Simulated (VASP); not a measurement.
# FeS2 (Pnnm) in VASP: a series of runs

The runs below take FeS2 through single point, with LDA, PBEsol, PBE.

All numbers are computed with VASP 6.6.1; they aren't measurements. Logs are shortened: lines on timing, memory, paths and dates and some standing lists are left out, and cuts for length are marked.

## (1) The cell of the first run

The structure is orthorhombic, space group Pnnm (No. 58). Conventional cell: a = 4.335 Å, b = 5.294 Å, c = 3.320 Å, α = 90.00°, β = 90.00°, γ = 90.00°. Within 2.9 Å of Fe (site symmetry 2/m) lie 6 S at 2.17 to 2.19 Å. S (site symmetry m) has 3 Fe at 2.17 to 2.19 Å and 2 S at 2.24 to 2.86 Å within 2.9 Å.

## (2) Single point, LDA

INCAR reads:

```
SYSTEM = FeS2
  PREC = Accurate
  ENCUT = 600
  EDIFF = 1E-6
  ISMEAR = -1
  SIGMA = 0.02
  LREAL = .False.
  LASPH = .True.
  NELM = 120
  ALGO = Normal
  ISIF = 2
  LWAVE = .False.
  LCHARG = .True.
  LELF = .True.
  LVHAR = .True.
  NBANDS = 29
  GGA_COMPAT = .False.
```

KPOINTS reads:

```
Automatic mesh
0
Gamma
  6 4 8
  0 0 0
```

POSCAR reads:

```
FeS2
1.0
    4.3349667597      0.0000000000      0.0000000000
    0.0000000000      5.2944196261      0.0000000000
    0.0000000000      0.0000000000      3.3197438578
Fe S
2 4
Direct
    0.5000000000      0.5000000000      0.5000000000
    0.0000000000      0.0000000000      0.0000000000
    0.2922334536      0.8739085738      0.5000000000
    0.7077665464      0.1260914262      0.5000000000
    0.2077665464      0.3739085738      0.0000000000
    0.7922334536      0.6260914262      0.0000000000
```

Potentials or basis: VASP PAW LDA potentials, release 64 (Fe, S).

Started as:

```console
$ cat potpaw_LDA.64/Fe/POTCAR potpaw_LDA.64/S/POTCAR > POTCAR
$ mpirun -np 1 vasp_std > vasp.out
```

OUTCAR:

```text
SYSTEM = FeS2
   PREC = Accurate
   ENCUT = 600
   EDIFF = 1E-6
   ISMEAR = -1
   LREAL = .False.
   LASPH = .True.
   NELM = 120
   ISIF = 2

 ion  position               nearest neighbor table
   1  0.500  0.500  0.500-   3 2.17   4 2.17   5 2.19   6 2.19   5 2.19   6 2.19
   2  0.000  0.000  0.000-   5 2.17   6 2.17   3 2.19   4 2.19   3 2.19   4 2.19
   3  0.292  0.874  0.500-   1 2.17   2 2.19   2 2.19   4 2.24
   4  0.708  0.126  0.500-   1 2.17   2 2.19   2 2.19   3 2.24
   5  0.208  0.374  0.000-   2 2.17   1 2.19   1 2.19   6 2.24
   6  0.792  0.626  0.000-   2 2.17   1 2.19   1 2.19   5 2.24

  LATTYP: Found a simple orthorhombic cell.
 ALAT       =     3.3197438578
 B/A-ratio  =     1.3058136246
 C/A-ratio  =     1.5948277496

  Lattice vectors:

 A1 = (   0.0000000000,   0.0000000000,   3.3197438578)
 A2 = (   4.3349667597,   0.0000000000,   0.0000000000)
 A3 = (   0.0000000000,   5.2944196261,   0.0000000000)

Analysis of symmetry for initial positions (statically):
=====================================================================
 Subroutine PRICEL returns:
 Original cell was already a primitive cell.

 Routine SETGRP: Setting up the symmetry group for a
 simple orthorhombic supercell.

 Subroutine GETGRP returns: Found  8 space group operations
 (whereof  4 operations were pure point group operations)
 out of a pool of  8 trial point group operations.

The static configuration has the point symmetry C_2h.
 The point group associated with its full space group is D_2h.

Analysis of symmetry for dynamics (positions and initial velocities):
=====================================================================
 Subroutine PRICEL returns:
 Original cell was already a primitive cell.

 Routine SETGRP: Setting up the symmetry group for a
 simple orthorhombic supercell.

 Subroutine GETGRP returns: Found  8 space group operations
 (whereof  4 operations were pure point group operations)
 out of a pool of  8 trial point group operations.

The dynamic configuration has the point symmetry C_2h.
 The point group associated with its full space group is D_2h.

 Subroutine INISYM returns: Found  8 space group operations
 (whereof  4 operations are pure point group operations),
 and found     1 'primitive' translations

----------------------------------------------------------------------------------------

                                     Primitive cell

  volume of cell :      76.1919

  direct lattice vectors                    reciprocal lattice vectors
     4.334966760  0.000000000  0.000000000     0.230682276  0.000000000  0.000000000
     0.000000000  5.294419626  0.000000000     0.000000000  0.188878115  0.000000000
     0.000000000  0.000000000  3.319743858     0.000000000  0.000000000  0.301228059

  length of vectors
     4.334966760  5.294419626  3.319743858     0.230682276  0.188878115  0.301228059

  position of ions in fractional coordinates (direct lattice)
     0.500000000  0.500000000  0.500000000
     0.000000000  0.000000000  0.000000000
     0.292233454  0.873908574  0.500000000
     0.707766546  0.126091426  0.500000000
     0.207766546  0.373908574  0.000000000
     0.792233454  0.626091426  0.000000000

  ion indices of the primitive-cell ions
   primitive index   ion index
                 1           1
                 2           2
                 3           3
                 4           4
                 5           5
                 6           6

----------------------------------------------------------------------------------------

 KPOINTS: Automatic mesh

Automatic generation of k-mesh.
 Grid dimensions read from file:
 generate k-points for:    6    4    8

 Generating k-lattice:

  Cartesian coordinates                     Fractional coordinates (reciprocal lattice)
     0.038447046  0.000000000  0.000000000     0.166666667  0.000000000  0.000000000
     0.000000000  0.047219529  0.000000000     0.000000000  0.250000000  0.000000000
     0.000000000  0.000000000  0.037653507     0.000000000  0.000000000  0.125000000

  Length of vectors
     0.038447046  0.047219529  0.037653507

  Shift w.r.t. Gamma in fractional coordinates (k-lattice)
     0.000000000  0.000000000  0.000000000

 Subroutine IBZKPT returns following result:
 ===========================================

 Found     60 irreducible k-points:

 Following reciprocal coordinates:
            Coordinates               Weight
  0.000000  0.000000  0.000000      1.000000
  0.166667  0.000000  0.000000      2.000000
  0.333333  0.000000  0.000000      2.000000
  0.500000  0.000000  0.000000      1.000000
  0.000000  0.250000  0.000000      2.000000
  0.166667  0.250000  0.000000      4.000000
[... 16 lines left out ...]
  0.333333  0.500000  0.125000      4.000000
  0.500000  0.500000  0.125000      2.000000
 [... further k-points ...]
   k-points           NKPTS =     60   k-points in BZ     NKDIM =     60   number of bands    NBANDS=     29
   number of dos      NEDOS =    301   number of ions     NIONS =      6
   total plane-waves  NPLWV =  42336
   dimension x,y,z NGX =    36 NGY =   42 NGZ =   28
   dimension x,y,z NGXF=    72 NGYF=   84 NGZF=   56
   ions per type =               2   4
   NGX,Y,Z   is equivalent  to a cutoff of  13.81, 13.19, 14.02 a.u.
   NGXF,Y,Z  is equivalent  to a cutoff of  27.61, 26.38, 28.04 a.u.
 SYSTEM =  FeS2
   PREC   = accura    normal or accurate (medium, high low for compatibility)
   ISTART =      0    job   : 0-new  1-cont  2-samecut
   ICHARG =      2    charge: 1-file 2-atom 10-const
   ISPIN  =      1    spin polarized calculation?
   LNONCOLLINEAR =      F non collinear calculations
   LSORBIT =      F    spin-orbit coupling
   LASPH  =      T    aspherical Exc in radial PAW
   ENCUT  =  600.0 eV  44.10 Ry    6.64 a.u.   8.66 10.57  6.63*2*pi/ulx,y,z
   NELM   =    120;   NELMIN=  2; NELMDL= -5     # of ELM steps
   EDIFF  = 0.1E-05   stopping-criterion for ELM
   LREAL  =      F    real-space projection
   EDIFFG = 0.1E-04   stopping-criterion for IOM
   NSW    =      0    number of steps for IOM
   IBRION =     -1    ionic relax: 0-MD 1-quasi-New 2-CG
   NFREE  =      0    steps in history (QN), initial steepest desc. (CG)
   ISIF   =      2    stress and relaxation
   ISYM   =      2    0-nonsym 1-usesym 2-fastsym
   POTIM  = 0.5000    time-step for ionic-motion
   TEBEG  =    0.0;   TEEND  =   0.0 temperature during run
   PSTRESS=    0.0 pullay stress
   NELECT =      40.0000    total number of electrons
   NUPDOWN=      -1.0000    fix difference up-down
   EMIN   =  10.00;   EMAX   =-10.00  energy-range for DOS
   EFERMI =   0.00;   METHOD = LEGACY
   ISMEAR =    -1;   SIGMA  =   0.02  broadening in eV -4-tet -1-fermi 0-gaus
   EFERMI_NEDOS =   21; number of points for ismear=-14 and -15
   IALGO  =     38    algorithm
   IMIX   =      4    mixing-type and parameters
     AMIX     =   0.40;   BMIX     =  1.00
     AMIX_MAG =   1.60;   BMIX_MAG =  1.00
  volume/ion in A,a.u.               =      12.70        85.69
  Fermi-wavevector in a.u.,A,eV,Ry     =   1.320663  2.495691 23.730602  1.744150
  Thomas-Fermi vector in A             =   2.450473
   LORBIT       =      0    0 simple, 1 ext, 2 COOP (PROOUT), +10 PAW based schemes
   GGA     = CA    functional components
   LHFCALC =     F    Hartree Fock is set to
   AEXX    =    0.0000 exact exchange contribution
   IVDW    =     0    specifies the selected vdW correction
   LEPSILON=     F    determine dielectric tensor
   LRPA    =     F    only Hartree local field effects (RPA)
 non-spin polarized calculation
  energy-cutoff  :      600.00
  volume of cell :       76.19
 maximum number of plane-waves:      2582
 NGX is ok and might be reduce to    36
   NGX = 17   NGY = 21   NGZ = 13

 number of electron      39.9999998 magnetization

 Free energy of the ion-electron system (eV)
  ---------------------------------------------------
  ext. energy  EPLUGINS =         0.00000000
  ---------------------------------------------------
  free energy    TOTEN  =       -42.04923683 eV

  energy without entropy =      -42.04923683  energy(sigma->0) =      -42.04923683

 E-fermi :   8.9745     XC(G=0): -12.2880

 val. band max:        8.4915769867   @ k =   0.1667   0.0000   0.2500
 cond. band min:       9.4349503899   @ k =   0.0000   0.5000   0.5000
 fundamental gap:      0.9433734031
 Fermi energy:         8.9745087735

 k-point     1 :       0.0000    0.0000    0.0000
  band No.  band energies     occupation
      1      -8.6577      2.00000
      2      -5.9644      2.00000
      3      -4.1831      2.00000
      4      -3.2702      2.00000
      5       0.4199      2.00000
      6       2.0293      2.00000
[... 21 lines left out ...]
     28      14.2300      0.00000
     29      16.0916      0.00000

 k-point     2 :       0.1667    0.0000    0.0000
  band No.  band energies     occupation
      1      -8.4733      2.00000
      2      -5.9376      2.00000
      3      -4.1939      2.00000
      4      -3.9427      2.00000
      5       1.2897      2.00000
      6       1.5550      2.00000
[... 21 lines left out ...]
     28      14.6511      0.00000
     29      15.2798      0.00000

 k-point     3 :       0.3333    0.0000    0.0000
  band No.  band energies     occupation
      1      -7.9334      2.00000
      2      -6.2118      2.00000
      3      -4.6535      2.00000
      4      -4.2906      2.00000
      5       0.6271      2.00000
      6       0.8532      2.00000
[... 21 lines left out ...]
     28      14.1588      0.00000
     29      15.3165      0.00000

 k-point     4 :       0.5000    0.0000    0.0000
  band No.  band energies     occupation
      1      -7.0962      2.00000
      2      -7.0962      2.00000
      3      -4.5387      2.00000
      4      -4.5387      2.00000
      5       0.4231      2.00000
      6       0.4231      2.00000
[... 597 lines left out ...]
     28      15.4933      0.00000
     29      16.5994      0.00000

 k-point    23 :       0.3333    0.5000    0.1250
  band No.  band energies     occupation
      1      -6.9327      2.00000
      2      -6.9327      2.00000
      3      -4.7336      2.00000
      4      -4.7336      2.00000
      5       1.5300      2.00000
      6       1.5300      2.00000
[... 21 lines left out ...]
     28      15.0725      0.00000
     29      16.5304      0.00000

 k-point    24 :       0.5000    0.5000    0.1250
  band No.  band energies     occupation
      1      -6.5515      2.00000
      2      -6.5515      2.00000
      3      -5.3113      2.00000
      4      -5.3113      2.00000
      5       1.8166      2.00000
      6       1.8166      2.00000
[... 21 lines left out ...]
     28      14.8507      0.00000
     29      16.5015      0.00000

 [... further k-points ...]

------------------------ aborting loop because EDIFF is reached ----------------------------------------

  FORCE on cell =-STRESS in cart. coord.  units (eV):
  Direction    XX          YY          ZZ          XY          YZ          ZX
  --------------------------------------------------------------------------------------
  -------------------------------------------------------------------------------------
  Total        0.1265153      0.2222634      0.2484444     -0.0000000      0.0000000      0.0000000
  in kB        2.6603873      4.6737971      5.2243349     -0.0000000      0.0000000      0.0000000
  external PRESSURE =       4.1861731 kB  Pullay stress =       0.0000000 kB

 VOLUME and BASIS-vectors are now :
 -----------------------------------------------------------------------------
  energy-cutoff  :      600.00
  volume of cell :       76.19
      direct lattice vectors                 reciprocal lattice vectors
     4.334966760  0.000000000  0.000000000     0.230682276  0.000000000  0.000000000
     0.000000000  5.294419626  0.000000000     0.000000000  0.188878115  0.000000000
     0.000000000  0.000000000  3.319743858     0.000000000  0.000000000  0.301228059

 POSITION                                       TOTAL-FORCE (eV/Angst)
 -----------------------------------------------------------------------------------
      2.16748      2.64721      1.65987         0.000000      0.000000      0.000000
      0.00000      0.00000      0.00000         0.000000      0.000000      0.000000
      1.26682      4.62684      1.65987         0.050890      0.033105     -0.000000
      3.06814      0.66758      1.65987        -0.050890     -0.033105      0.000000
      0.90066      1.97963      0.00000        -0.050890      0.033105      0.000000
      3.43431      3.31479      0.00000         0.050890     -0.033105     -0.000000
 -----------------------------------------------------------------------------------
    total drift:                                0.000000      0.000000      0.000000

  FREE ENERGIE OF THE ION-ELECTRON SYSTEM (eV)
  ---------------------------------------------------
  free  energy   TOTEN  =       -42.0492368318 eV

  energy  without entropy=      -42.0492368318  energy(sigma->0) =      -42.04923683
```

Run time: 2.9 min. Hardware: 1 thread of Oxide Virtual Turin-like, shared host; peak memory 0.22 GiB.

What came out:

```yaml
Free_energy: -42.0492 eV
Pressure: 0.4 GPa
Largest_force: 0.061 eV/Å
Band_gap_on_the_k_mesh: 0.94 eV (least direct gap 1.30 eV)
```

Forces in eV/Å, atoms in the order of the input:
```
Fe   0.000  0.000  0.000
Fe   0.000  0.000  0.000
S    0.051  0.033  0.000
S   -0.051 -0.033  0.000
S   -0.051  0.033  0.000
S    0.051 -0.033  0.000
```

Stress tensor (GPa, compression positive):
```
0.27 0.00 0.00
0.00 0.47 0.00
0.00 0.00 0.52
```

A k mesh can miss the band edges. Spin polarisation is off, so any magnetic state and its effect on volume and gap are missing.

(Continued in part 2 of 3.)
